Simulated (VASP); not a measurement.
Set up this calculation in VASP 6.6.1, as the native input.

```yaml
Task: single point
Functional: PBE
Potentials_or_basis: VASP PAW PBE potentials, release 64 (Ho_3, P, Ru_pv), 4f in core
Cutoff: 500 eV
k_mesh: 4 × 4 × 4
Occupations: gaussian, width 0.1 eV
Spin: no spin polarisation
Dipole_correction: no
Mended: yes
Further_INCAR_settings: ALGO = Normal; EDIFF = 1e-06; NBANDS = 31
```

The structure of Ho3PRu lies in POSCAR:

```
Ho3PRu
1.0
    5.2342505400      0.0000000000      0.0000000000
    0.0000000000      5.2342505400      0.0000000000
    0.0000000000      0.0000000000      5.2342505400
Ho P Ru
3 1 1
Direct
    0.0000000000      0.5000000000      0.5000000000
    0.5000000000      0.0000000000      0.5000000000
    0.5000000000      0.5000000000      0.0000000000
    0.5000000000      0.5000000000      0.5000000000
    0.0000000000      0.0000000000      0.0000000000
```

The cell was built from a structure type or drawn by symmetry, and may not be a known phase.

One way to write it, as run:

INCAR

```
ALGO = Normal ; EDIFF = 1E-6
ENCUT = 500 ; GGA = PE
GGA_COMPAT = F ; ISIF = 2
ISMEAR = 0 ; LASPH = T
LCHARG = T ; LELF = T
LMAXMIX = 6 ; LREAL = F
LVHAR = T ; LWAVE = F
NBANDS = 31 ; NELM = 200
PREC = Accurate ; SIGMA = 0.1
```

KPOINTS

```
k-points
0
Gamma
  4 4 4
```

Potentials or basis: VASP PAW PBE potentials, release 64 (Ho_3, P, Ru_pv), 4f in core.

The run is started by

```bash
$ cat potpaw_PBE.64/Ho_3/POTCAR potpaw_PBE.64/P/POTCAR potpaw_PBE.64/Ru_pv/POTCAR > POTCAR
$ mpirun -np 1 vasp_std > vasp.out
```

Results of the run:

- Pressure: -4.0 GPa
- Band gap on the k mesh: zero (bands 23 and 24 overlap by 0.79 eV)

Caveat: the cell stands under tension; spin-orbit coupling is left out, which moves the levels of the heavy elements; the 4f electrons are frozen in the core, so they carry no moment and show no levels.

Wall time 48 s on 1 thread of Intel(R) Xeon(R) 6975P-C (Granite Rapids), on a shared host, peak memory 0.25 GiB.
